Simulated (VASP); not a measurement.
# GeP5 (P6/mmm) in VASP: further runs

GeP5 is run at these levels: PBE; tasks: single point, relaxation of cell and atoms.

Program: VASP 6.6.1. These are calculated values, not measurements. Logs are shortened: lines on timing, memory, paths and dates and some standing lists are left out, and cuts for length are marked.

## (1) The cell of the first run

Symmetry: P6/mmm, No. 191, hexagonal system. The conventional cell has a = 4.210 Å, b = 4.210 Å, c = 7.543 Å, α = 90.00°, β = 90.00°, γ = 120.00°. Ge (site symmetry 6/mmm) has 6 P at 2.11 Å within 2.8 Å. P (site symmetry mmm) has 4 P at 2.11 Å and 2 Ge at 2.11 Å within 2.8 Å. Within 3.2 Å of P (site symmetry -6m2) lie 3 P at 2.43 Å.

The cell was generated, and may not be a known phase.

## (2) Single point, PBE

The input, INCAR:

```
SYSTEM = GeP5
PREC     = Accurate       ! precision mode
ENCUT    = 520            ! plane-wave cutoff, eV
EDIFF    = 1E-6           ! SCF threshold, eV
ISMEAR   = 0              ! smearing method
SIGMA    = 0.1            ! smearing width, eV
LREAL    = .FALSE.        ! projectors in reciprocal space
LASPH    = .TRUE.         ! aspherical terms in the spheres
NELM     = 80             ! most SCF steps
ALGO     = Normal         ! electronic algorithm
ISIF     = 2              ! what is computed and relaxed
LWAVE    = .FALSE.        ! write WAVECAR
LCHARG   = .TRUE.         ! write CHGCAR
GGA      = PE             ! functional
LELF     = .TRUE.         ! ELF
LVHAR    = .TRUE.       
NBANDS   = 28             ! bands
```

The input, KPOINTS:

```
regular mesh
0
G
  6 6 2
  0 0 0
```

The input, POSCAR:

```
GeP5
1.0
    4.2104212500      0.0000000000      0.0000000000
   -2.1052106200      3.6463317600      0.0000000000
    0.0000000000      0.0000000000      7.5426316900
Ge P
1 5
Direct
    0.0000000000      0.0000000000      0.0000000000
    0.5000000000      0.0000000000      0.0000000000
    0.0000000000      0.5000000000      0.0000000000
    0.5000000000      0.5000000000      0.0000000000
    0.3333333300      0.6666666700      0.5000000000
    0.6666666700      0.3333333300      0.5000000000
```

Potentials or basis: VASP PAW PBE potentials, release 64 (Ge_d, P).

Command:

```sh
> cat potpaw_PBE.64/Ge_d/POTCAR potpaw_PBE.64/P/POTCAR > POTCAR
> mpirun -np 1 vasp_std > vasp.out
```

OUTCAR:

```text
SYSTEM = GeP5
   PREC = Accurate
   ENCUT = 520
   EDIFF = 1E-6
   ISMEAR = 0
   LREAL = .FALSE.
   LASPH = .TRUE.
   NELM = 80
   ISIF = 2
   GGA = PE

 ion  position               nearest neighbor table
   1  0.000  0.000  0.000-   3 2.11   3 2.11   4 2.11   4 2.11   2 2.11   2 2.11
   2  0.500  0.000  0.000-   4 2.11   4 2.11   3 2.11   3 2.11   1 2.11   1 2.11
   3  0.000  0.500  0.000-   1 2.11   1 2.11   2 2.11   2 2.11   4 2.11   4 2.11
   4  0.500  0.500  0.000-   2 2.11   2 2.11   1 2.11   1 2.11   3 2.11   3 2.11
   5  0.333  0.667  0.500-   6 2.43   6 2.43   6 2.43
   6  0.667  0.333  0.500-   5 2.43   5 2.43   5 2.43

  LATTYP: Found a hexagonal cell.
 ALAT       =     4.2104212500
 C/A-ratio  =     1.7914197279

  Lattice vectors:

 A1 = (   4.2104212500,   0.0000000000,   0.0000000000)
 A2 = (  -2.1052106200,   3.6463317600,   0.0000000000)
 A3 = (   0.0000000000,   0.0000000000,   7.5426316900)

Analysis of symmetry for initial positions (statically):
=====================================================================
 Subroutine PRICEL returns:
 Original cell was already a primitive cell.

 Routine SETGRP: Setting up the symmetry group for a
 hexagonal supercell.

 Subroutine GETGRP returns: Found 24 space group operations
 (whereof 24 operations were pure point group operations)
 out of a pool of 24 trial point group operations.

The static configuration has the point symmetry D_6h.

Analysis of symmetry for dynamics (positions and initial velocities):
=====================================================================
 Subroutine PRICEL returns:
 Original cell was already a primitive cell.

 Routine SETGRP: Setting up the symmetry group for a
 hexagonal supercell.

 Subroutine GETGRP returns: Found 24 space group operations
 (whereof 24 operations were pure point group operations)
 out of a pool of 24 trial point group operations.

The dynamic configuration has the point symmetry D_6h.

 Subroutine INISYM returns: Found 24 space group operations
 (whereof 24 operations are pure point group operations),
 and found     1 'primitive' translations

----------------------------------------------------------------------------------------

                                     Primitive cell

  volume of cell :     115.7990

  direct lattice vectors                    reciprocal lattice vectors
     4.210421250  0.000000000  0.000000000     0.237505927  0.137124110  0.000000000
    -2.105210620  3.646331760  0.000000000     0.000000000  0.274248221  0.000000000
     0.000000000  0.000000000  7.542631690     0.000000000  0.000000000  0.132579720

  length of vectors
     4.210421250  4.210421245  7.542631690     0.274248221  0.274248221  0.132579720

  position of ions in fractional coordinates (direct lattice)
     0.000000000  0.000000000  0.000000000
     0.500000000  0.000000000  0.000000000
     1.000000000  0.500000000  0.000000000
     0.500000000  0.500000000  0.000000000
     0.333333330  0.666666670  0.500000000
     0.666666670  0.333333330  0.500000000

  ion indices of the primitive-cell ions
   primitive index   ion index
                 1           1
                 2           2
                 3           3
                 4           4
                 5           5
                 6           6

----------------------------------------------------------------------------------------

 KPOINTS: regular mesh

Automatic generation of k-mesh.
 Grid dimensions read from file:
 generate k-points for:    6    6    2

 Generating k-lattice:

  Cartesian coordinates                     Fractional coordinates (reciprocal lattice)
     0.039584321  0.022854018  0.000000000     0.166666667  0.000000000  0.000000000
     0.000000000  0.045708037  0.000000000     0.000000000  0.166666667  0.000000000
     0.000000000  0.000000000  0.066289860     0.000000000  0.000000000  0.500000000

  Length of vectors
     0.045708037  0.045708037  0.066289860

  Shift w.r.t. Gamma in fractional coordinates (k-lattice)
     0.000000000  0.000000000  0.000000000

 Subroutine IBZKPT returns following result:
 ===========================================

 Found     14 irreducible k-points:

 Following reciprocal coordinates:
            Coordinates               Weight
  0.000000  0.000000  0.000000      1.000000
  0.166667  0.000000  0.000000      6.000000
  0.333333  0.000000  0.000000      6.000000
  0.500000  0.000000  0.000000      3.000000
  0.166667  0.166667  0.000000      6.000000
  0.333333  0.166667  0.000000     12.000000
  0.333333  0.333333  0.000000      2.000000
  0.000000  0.000000  0.500000      1.000000
  0.166667  0.000000  0.500000      6.000000
  0.333333  0.000000  0.500000      6.000000
  0.500000  0.000000  0.500000      3.000000
  0.166667  0.166667  0.500000      6.000000
  0.333333  0.166667  0.500000     12.000000
  0.333333  0.333333  0.500000      2.000000
[... 70 lines left out ...]
 cond. band min:       5.9098443473   @ k =   0.5000   0.0000   0.0000
 fundamental gap:      0.0723894681
 Fermi energy:         5.8627920172

 k-point     1 :       0.0000    0.0000    0.0000
  band No.  band energies     occupation
      1     -19.7335      2.00000
      2     -19.7335      2.00000
      3     -19.6757      2.00000
      4     -19.5121      2.00000
      5     -19.5121      2.00000
      6     -13.3077      2.00000
[... 20 lines left out ...]
     27      10.4689      0.00000
     28      10.4689      0.00000

 k-point     2 :       0.1667    0.0000    0.0000
  band No.  band energies     occupation
      1     -19.7351      2.00000
      2     -19.7276      2.00000
      3     -19.6648      2.00000
      4     -19.5129      2.00000
      5     -19.5123      2.00000
      6     -13.0290      2.00000
[... 20 lines left out ...]
     27      11.4641      0.00000
     28      12.0487      0.00000

 k-point     3 :       0.3333    0.0000    0.0000
  band No.  band energies     occupation
      1     -19.7395      2.00000
      2     -19.7157      2.00000
      3     -19.6425      2.00000
      4     -19.5145      2.00000
      5     -19.5126      2.00000
      6     -12.1869      2.00000
[... 20 lines left out ...]
     27       9.9426      0.00000
     28      12.6779      0.00000

 k-point     4 :       0.5000    0.0000    0.0000
  band No.  band energies     occupation
      1     -19.7420      2.00000
      2     -19.7097      2.00000
      3     -19.6313      2.00000
      4     -19.5153      2.00000
      5     -19.5128      2.00000
      6     -11.0196      2.00000
[... 20 lines left out ...]
     27      11.0143      0.00000
     28      11.4190      0.00000

 k-point     5 :       0.1667    0.1667    0.0000
  band No.  band energies     occupation
      1     -19.7350      2.00000
      2     -19.7218      2.00000
      3     -19.6484      2.00000
      4     -19.5139      2.00000
      5     -19.5127      2.00000
      6     -12.4671      2.00000
[... 20 lines left out ...]
     27      10.9631      0.00000
     28      12.5303      0.00000

 k-point     6 :       0.3333    0.1667    0.0000
  band No.  band energies     occupation
      1     -19.7352      2.00000
      2     -19.7152      2.00000
      3     -19.6329      2.00000
      4     -19.5148      2.00000
      5     -19.5132      2.00000
      6     -11.3475      2.00000
[... 153 lines left out ...]
      5     -19.5128      2.00000
      6     -11.0188      2.00000
[... 20 lines left out ...]
     27      11.4116      0.00000
     28      11.8939      0.00000

 k-point    12 :       0.1667    0.1667    0.5000
  band No.  band energies     occupation
      1     -19.7350      2.00000
      2     -19.7218      2.00000
      3     -19.6484      2.00000
      4     -19.5139      2.00000
      5     -19.5127      2.00000
      6     -12.4664      2.00000
[... 20 lines left out ...]
     27      11.1002      0.00000
     28      11.7407      0.00000

 k-point    13 :       0.3333    0.1667    0.5000
  band No.  band energies     occupation
      1     -19.7352      2.00000
      2     -19.7152      2.00000
      3     -19.6329      2.00000
      4     -19.5148      2.00000
      5     -19.5132      2.00000
      6     -11.3468      2.00000
[... 20 lines left out ...]
     27      11.7855      0.00000
     28      12.0663      0.00000

 k-point    14 :       0.3333    0.3333    0.5000
  band No.  band energies     occupation
      1     -19.7235      2.00000
      2     -19.7235      2.00000
      3     -19.6296      2.00000
      4     -19.5143      2.00000
      5     -19.5143      2.00000
      6     -10.0993      2.00000
[... 20 lines left out ...]
     27      11.3527      0.00000
     28      11.4085      0.00000

------------------------ aborting loop because EDIFF is reached ----------------------------------------

  FORCE on cell =-STRESS in cart. coord.  units (eV):
  Direction    XX          YY          ZZ          XY          YZ          ZX
  --------------------------------------------------------------------------------------
  -------------------------------------------------------------------------------------
  Total       43.8799683     43.8799682     -1.1148371      0.0000001      0.0000000     -0.0000000
  in kB      607.1168089    607.1168078    -15.4247221      0.0000008      0.0000000     -0.0000000
  external PRESSURE =     399.6029649 kB  Pullay stress =       0.0000000 kB

 VOLUME and BASIS-vectors are now :
 -----------------------------------------------------------------------------
  energy-cutoff  :      520.00
  volume of cell :      115.80
      direct lattice vectors                 reciprocal lattice vectors
     4.210421250  0.000000000  0.000000000     0.237505927  0.137124110  0.000000000
    -2.105210620  3.646331760  0.000000000     0.000000000  0.274248221  0.000000000
     0.000000000  0.000000000  7.542631690     0.000000000  0.000000000  0.132579720

 POSITION                                       TOTAL-FORCE (eV/Angst)
 -----------------------------------------------------------------------------------
      0.00000      0.00000      0.00000         0.000000      0.000000      0.000000
      2.10521      0.00000      0.00000         0.000000      0.000000      0.000000
     -1.05261      1.82317      0.00000         0.000000      0.000000      0.000000
      1.05261      1.82317      0.00000         0.000000      0.000000      0.000000
     -0.00000      2.43089      3.77132         0.000000      0.000000      0.000000
      2.10521      1.21544      3.77132        -0.000000     -0.000000      0.000000
 -----------------------------------------------------------------------------------
    total drift:                                0.000000      0.000000     -0.000000

  FREE ENERGIE OF THE ION-ELECTRON SYSTEM (eV)
  ---------------------------------------------------
  free  energy   TOTEN  =       -18.8250201571 eV

  energy  without entropy=      -18.7983859717  energy(sigma->0) =      -18.81170306
```

It took 23 s on 1 thread of AMD EPYC 9R45 (Zen 5), shared host; peak memory 0.2 GiB.

Results:

| Property | Result |
| --- | --- |
| Free energy | -18.8250 eV |
| Pressure | 40.0 GPa |
| Band gap on the k mesh | zero (an odd number of electrons rules out a gap without spin polarisation) |

Caveat: the k points lie up to 0.42 Å⁻¹ apart, too coarse for converged energies and pressures of a metal; this functional lacks dispersion, which binds layers or chains, so the pressure and a relaxed spacing across them are unreliable; an odd number of electrons without spin polarisation forces a metal; a magnetic or distorted state may lie lower.

## (3) Single point, PBE

This run uses another cell than the first one, of 17.21 Å³/atom.

The input, INCAR:

```
SYSTEM = GeP5
ALGO = Normal
EDIFF = 1E-6
ENCUT = 520
GGA = PE
ISIF = 2
ISMEAR = 0
LASPH = .True.
LCHARG = .False.
LREAL = .False.
LWAVE = .False.
NBANDS = 28
NELM = 100
PREC = Accurate
SIGMA = 0.1
```

The input, KPOINTS:

```
k-points
0
Gamma
  6 6 4
  0 0 0
```

The input, POSCAR:

```
GeP5
1.0
    5.9654013697      0.0000000000      0.0000000000
   -2.9827006848      5.1661891299      0.0000000000
    0.0000000000      0.0000000000      3.3496830470
Ge P
1 5
Direct
    0.0000000000      0.0000000000      0.0000000000
    0.5000000000      0.0000000000      0.0000000000
    0.0000000000      0.5000000000      0.0000000000
    0.5000000000      0.5000000000      0.0000000000
    0.3333333333      0.6666666667      0.5000000000
    0.6666666667      0.3333333333      0.5000000000
```

Potentials or basis: VASP PAW PBE potentials, release 64 (Ge_d, P).

Command:

```sh
> cat potpaw_PBE.64/Ge_d/POTCAR potpaw_PBE.64/P/POTCAR > POTCAR
> mpirun -np 1 vasp_std > vasp.out
```

Wall time 31 s (1 thread of AMD EPYC 9R45 (Zen 5), shared host); peak memory 0.22 GiB.

The run converged. Its results:

```yaml
Free_energy: -28.6726 eV
Pressure: -0.1 GPa
Band_gap_on_the_k_mesh: zero (an odd number of electrons rules out a gap without spin polarisation)
```

Stress tensor (GPa, compression positive):
```
 0.07  0.00  0.00
 0.00  0.07  0.00
 0.00  0.00 -0.33
```

Levels at points of the mesh, in eV from the Fermi level:
```
           k point  band 17  band 18  band 19  band 20  band 21  band 22
(0.00, 0.00, 0.00)    -1.14    -0.03    -0.03     0.96     1.27     1.82
(0.50, 0.00, 0.00)    -2.15    -0.25    -0.09     0.32     0.36     1.56
(0.00, 0.00, 0.50)    -1.95    -1.95    -1.63     1.15     1.15     1.97
(0.50, 0.00, 0.50)    -2.28    -1.90    -1.47    -1.14    -0.44     1.04
```

Caveat: the k points lie up to 0.47 Å⁻¹ apart, too coarse for converged energies and pressures of a metal; an odd number of electrons without spin polarisation forces a metal; a magnetic or distorted state may lie lower.

## (4) Single point, PBE

This run uses another cell than the first one, of 17.40 Å³/atom.

The input, INCAR:

```
SYSTEM = GeP5
  PREC = Accurate
  ENCUT = 520
  EDIFF = 1E-6
  ISMEAR = 0
  SIGMA = 0.1
  LREAL = .False.
  LASPH = .True.
  NELM = 60
  ALGO = Normal
  ISIF = 2
  LWAVE = .False.
  LCHARG = .False.
  GGA = PE
  NBANDS = 28
```

The input, KPOINTS:

```
Automatic mesh
0
Gamma
  6 6 12
  0 0 0
```

POSCAR: that of step 3 with these lines changed.

```diff
@@ -2,5 +2,5 @@
 1.0
-    5.9654013697      0.0000000000      0.0000000000
-   -2.9827006848      5.1661891299      0.0000000000
-    0.0000000000      0.0000000000      3.3496830470
+    6.1411625124      0.0000000000      0.0000000000
+   -3.0705812562      5.3184027445      0.0000000000
+    0.0000000000      0.0000000000      3.1960986656
 Ge P
```

Command:

```sh
> cat potpaw_PBE.64/Ge_d/POTCAR potpaw_PBE.64/P/POTCAR > POTCAR
> mpirun -np 1 vasp_std > vasp.out
```

It took 53 s on 1 thread of AMD EPYC 9R45 (Zen 5), shared host; peak memory 0.25 GiB.

Results (log left out):

- Free energy: -28.7461 eV
- Pressure: -0.2 GPa
- Band gap on the k mesh: zero (an odd number of electrons rules out a gap without spin polarisation)

Stress tensor (GPa, compression positive):
```
-0.12  0.00  0.00
 0.00 -0.12  0.00
 0.00  0.00 -0.29
```

Levels at points of the mesh, in eV from the Fermi level:
```
           k point  band 16  band 17  band 18  band 19  band 20  band 21  band 22  band 23
(0.00, 0.00, 0.00)    -1.86    -0.99     0.37     0.37     0.71     1.84     1.84     1.84
(0.50, 0.00, 0.00)    -2.50    -1.89    -0.27     0.33     0.36     0.36     1.66     2.54
(0.00, 0.00, 0.50)    -4.17    -2.26    -2.26    -1.87     0.57     0.57     1.65     1.66
(0.50, 0.00, 0.50)    -3.42    -2.13    -2.06    -1.78    -1.62    -0.64     1.06     1.30
```

Caveat: an odd number of electrons without spin polarisation forces a metal; a magnetic or distorted state may lie lower.

## (5) Relaxation of cell and atoms, PBE

This run uses another cell than the first one, of 17.21 Å³/atom.

The input, INCAR:

```
PREC = Accurate
ENCUT = 600
EDIFF = 1E-6
ISMEAR = 0
SIGMA = 0.1
LREAL = False
LASPH = True
NELM = 80
ALGO = Normal
ISIF = 3
LWAVE = False
LCHARG = False
GGA = PE
IBRION = 2
NSW = 90
EDIFFG = -0.04
```

The input, KPOINTS:

```
Automatic mesh
0
Gamma
  3 3 6
```

POSCAR: that of step 4 with these lines changed.

```diff
@@ -2,5 +2,5 @@
 1.0
-    6.1411625124      0.0000000000      0.0000000000
-   -3.0705812562      5.3184027445      0.0000000000
-    0.0000000000      0.0000000000      3.1960986656
+    5.9654013697      0.0000000000      0.0000000000
+   -2.9827006848      5.1661891299      0.0000000000
+    0.0000000000      0.0000000000      3.3496830470
 Ge P
```

Command:

```sh
> cat potpaw_PBE.64/Ge_d/POTCAR potpaw_PBE.64/P/POTCAR > POTCAR
> mpirun -np 1 vasp_std > vasp.out
```

It took 27 s on 1 thread of AMD EPYC 9R45 (Zen 5), shared host; peak memory 0.22 GiB.

Results (log left out):

```yaml
Free_energy: -28.7917 eV
Relaxed_volume: 17.12 Å³/atom
Relaxed_cell: a = 5.961 Å, b = 5.961 Å, c = 3.337 Å, α = 90.00°, β = 90.00°, γ = 120.00°
Space_group_after_relaxing_to_0.1_Å: P6/mmm (No. 191)
Energy_gained_by_relaxing: 0.1 meV/atom
Ionic_steps: 2
Pressure_after_relaxing: 0.2 GPa
Band_gap_on_the_k_mesh: zero (an odd number of electrons rules out a gap without spin polarisation)
```

Stress tensor (GPa, compression positive):
```
0.11 0.00 0.00
0.00 0.11 0.00
0.00 0.00 0.32
```

Step by step:
```tsv
step	energy change (eV)	largest force (eV/Å)	pressure (GPa)	volume (Å³)
1	0.0000	0.0000	-0.33	103.23
2	-0.0004	0.0000	0.18	102.71
```

Final structure:
```yaml
crystal:
  lattice:
    - [5.96122, 0.00000, 0.00000]
    - [-2.98061, 5.16256, 0.00000]
    - [0.00000, 0.00000, 3.33735]
  atoms:
    - { symbol: Ge, position: [0.00000, 0.00000, 0.00000] }
    - { symbol: P, position: [0.50000, 0.00000, 0.00000] }
    - { symbol: P, position: [0.00000, 0.50000, 0.00000] }
    - { symbol: P, position: [0.50000, 0.50000, 0.00000] }
    - { symbol: P, position: [0.33333, 0.66667, 0.50000] }
    - { symbol: P, position: [0.66667, 0.33333, 0.50000] }
```

Levels at points of the mesh, in eV from the Fermi level:
```tsv
k point	band 15	band 16	band 17	band 18	band 19	band 20	band 21	band 22	band 23
(0.00, 0.00, 0.00)	-1.73	-1.46	-1.46	-0.32	-0.32	0.68	0.98	1.54	1.54
(0.00, 0.00, 0.50)	-4.72	-4.72	-2.30	-2.30	-1.82	0.83	0.83	1.70	2.10
```

Caveat: the k points lie up to 0.41 Å⁻¹ apart in the final cell, too coarse for converged energies and pressures of a metal; an odd number of electrons without spin polarisation forces a metal; a magnetic or distorted state may lie lower.

## (6) Summary

```csv
task,cell,k mesh,cutoff (eV),gap on the mesh (eV),pressure (GPa)
single point,"a = 4.210, b = 4.210, c = 7.543 Å, angles 90.0, 90.0, 120.0°, 6 atoms",6 × 6 × 2,520,none,40.0
single point,"a = 5.965, b = 5.965, c = 3.350 Å, angles 90.0, 90.0, 120.0°, 6 atoms",6 × 6 × 4,520,none,-0.1
single point,"a = 6.141, b = 6.141, c = 3.196 Å, angles 90.0, 90.0, 120.0°, 6 atoms",6 × 6 × 12,520,none,-0.2
relaxation of cell and atoms,"relaxed from a = 5.965, b = 5.965, c = 3.350 Å, angles 90.0, 90.0, 120.0°, 6 atoms",3 × 3 × 6,600,none,0.2
```

Alike in all rows: level PBE; potentials or basis VASP PAW PBE potentials, release 64 (Ge_d, P); no spin polarisation; smearing gaussian 0.1 eV.

Caveats: some runs use coarse meshes; an odd number of electrons without spin polarisation forces a metal; a magnetic or distorted state may lie lower; this functional lacks dispersion, which binds layers or chains, so the pressure and a relaxed spacing across them are unreliable (at least some runs).

Absolute energies hang on the potentials; compare differences alone.

The gap in the log of VASP goes by the Fermi energy; the results here count the filled bands.